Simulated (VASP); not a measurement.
A run of VASP 6.6.1:

File INCAR:

```
SYSTEM = Rb
ALGO = Normal
EDIFF = 1E-7
ENCUT = 520
GGA = PE
ISIF = 2
ISMEAR = -1
LASPH = .TRUE.
LCHARG = .TRUE.
LELF = .TRUE.
LREAL = .FALSE.
LVHAR = .TRUE.
LWAVE = .FALSE.
NBANDS = 16
NELM = 100
PREC = Accurate
SIGMA = 0.05
```

KPOINTS

```
k-points
0
G
  6 6 3
  0 0 0
```

POSCAR

```
Rb
1.0
    4.9843368720      0.0000000000      0.0000000000
   -2.4921684360      4.3165623521      0.0000000000
    0.0000000000      0.0000000000      8.2697227262
Rb
2
Direct
    0.6666666667      0.3333333333      0.7500000000
    0.3333333333      0.6666666667      0.2500000000
```

Potentials or basis: VASP PAW PBE potentials, release 64 (Rb_sv).

Run with:

```console
$ cat potpaw_PBE.64/Rb_sv/POTCAR > POTCAR
$ mpirun -np 1 vasp_std > vasp.out
```

Hardware: 1 thread of Intel(R) Xeon(R) Platinum 8259CL CPU @ 2.50GHz (Skylake/Cascade Lake), on a shared host.

How long does it take, and how much memory?

Run time: 41 s on 1 thread of Intel(R) Xeon(R) Platinum 8259CL CPU @ 2.50GHz (Skylake/Cascade Lake), on a shared host, peak memory 0.3 GiB. Counts: scf iterations 11, k points 14.
